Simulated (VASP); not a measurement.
Wanted: the native input for a VASP 6.6.1 run.

```
Task                   : single point
Functional             : PBE
Potentials or basis    : VASP PAW PBE potentials, release 64 (La, As_d, Lu)
Cutoff                 : 510 eV
k mesh                 : 6 × 6 × 4
Occupations            : fermi-dirac, width 0.02 eV
Spin                   : no spin polarisation
Dipole correction      : no
Further INCAR settings : ALGO = Normal; EDIFF = 1e-06; NBANDS = 41
```

The structure of LaLuAs2 lies in POSCAR:

```
LaLuAs2
1.0
    4.2232600530      0.0000000000      0.0000000000
    0.0000000000      4.2232600530      0.0000000000
    0.0000000000      0.0000000000      5.9521047156
La As Lu
1 2 1
Direct
    0.0000000000      0.0000000000      0.0000000000
    0.0000000000      0.0000000000      0.5000000000
    0.5000000000      0.5000000000      0.0000000000
    0.5000000000      0.5000000000      0.5000000000
```

One way to write it, as run:

INCAR

```
SYSTEM = LaLuAs2
  PREC = Accurate
  ENCUT = 510
  EDIFF = 1E-6
  ISMEAR = -1
  SIGMA = 0.02
  LREAL = .FALSE.
  LASPH = .TRUE.
  NELM = 200
  ALGO = Normal
  ISIF = 2
  LWAVE = .FALSE.
  LCHARG = .TRUE.
  GGA = PE
  LELF = .TRUE.
  LVHAR = .TRUE.
  NBANDS = 41
  GGA_COMPAT = .FALSE.
  LMAXMIX = 6
```

KPOINTS

```
regular mesh
0
G
  6 6 4
  0 0 0
```

Potentials or basis: VASP PAW PBE potentials, release 64 (La, As_d, Lu).

Launch:

```bash
$ cat potpaw_PBE.64/La/POTCAR potpaw_PBE.64/As_d/POTCAR potpaw_PBE.64/Lu/POTCAR > POTCAR
$ mpirun -np 1 vasp_std > vasp.out
```

Results of the run:

| Quantity | Value |
| --- | --- |
| Pressure | 0.2 GPa |
| Band gap on the k mesh | zero (bands 33 and 34 overlap by 0.45 eV) |

Caveat: semilocal functionals underestimate gaps, and a narrow one can read as zero; spin-orbit coupling is left out, which moves the levels of the heavy elements.

Wall time 63 s on 1 thread of Intel(R) Xeon(R) 6975P-C (Granite Rapids), on a shared host, peak memory 0.3 GiB.
